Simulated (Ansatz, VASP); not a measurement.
This is a calculation of SiNi3 for Ansatz 0.2.0.

Contents of input.yaml:

```yaml
crystal:
  lattice:
    - [3.542, 0.0, 0.0]
    - [0.0, 3.542, 0.0]
    - [0.0, 0.0, 3.542]
  atoms:
    - { symbol: Ni, position: [0.5, 0.5, 0.0], spin: 0.5 }
    - { symbol: Ni, position: [0.5, 0.0, 0.5], spin: 0.5 }
    - { symbol: Ni, position: [0.0, 0.5, 0.5], spin: 0.5 }
    - { symbol: Si, position: [0.0, 0.0, 0.0] }
kpoints:
  mp_grid: { grid: [8, 8, 8] }
scf:
  occupations: { method: fermi_dirac, width: 0.05 }
hamiltonian:
  xc: pbe
  pseudopotentials: { kind: all_electron, lapw: { basis_error: 0.002 } }
magnetization:
  spin_polarized: true
  initial_magnetization: 1.5
  spin_locking: { lock_magnetization: hard }
output:
  forces: true
  stress: true
  eigenvalues: true
```

Potentials or basis: all-electron LAPW, scalar-relativistic.

Run with:

```console
$ ansatz run input.yaml --threads 4 --pin off --max-ram 12288MiB --backend cpu --events-out ev --progress --plain --runs-dir out
```

**Question.** Set up the same calculation for VASP 6.6.1. Potentials there: VASP PAW PBE potentials, release 64 (Ni, Si).

**Answer.** As run (the cutoff follows the program's own potentials):

Contents of INCAR:

```
SYSTEM = SiNi3
  ALGO = Normal
  EDIFF = 1E-6
  ENCUT = 600
  GGA = PE
  GGA_COMPAT = .FALSE.
  ISIF = 2
  ISMEAR = -1
  ISPIN = 2
  LASPH = .TRUE.
  LCHARG = .FALSE.
  LMAXMIX = 4
  LORBIT = 11
  LREAL = .FALSE.
  LWAVE = .FALSE.
  MAGMOM = 0.5 0.5 0.5 0
  NBANDS = 29
  NELM = 200
  NUPDOWN = 1.5
  PREC = Accurate
  SIGMA = 0.05
```

File KPOINTS:

```
k-points
0
G
  8 8 8
  0 0 0
```

POSCAR

```
SiNi3
1.0
    3.5420000000      0.0000000000      0.0000000000
    0.0000000000      3.5420000000      0.0000000000
    0.0000000000      0.0000000000      3.5420000000
Ni Si
3 1
Direct
    0.5000000000      0.5000000000      0.0000000000
    0.5000000000      0.0000000000      0.5000000000
    0.0000000000      0.5000000000      0.5000000000
    0.0000000000      0.0000000000      0.0000000000
```

Potentials or basis: VASP PAW PBE potentials, release 64 (Ni, Si).

Launch:

```bash
$ cat potpaw_PBE.64/Ni/POTCAR potpaw_PBE.64/Si/POTCAR > POTCAR
$ mpirun -np 1 vasp_std > vasp.out
```

Both were run:

|  | VASP | Ansatz | Ansatz less VASP |
| --- | --- | --- | --- |
| pressure (GPa) | -3.6 | -3.7 | -0.03 |
| size of the moment on the site where the two differ most (μB) | 0.49 | 0.50 | +0.010 |

Site moments also hang on the region over which each program counts them. Ansatz ran all-electron here, and VASP with PAW potentials.
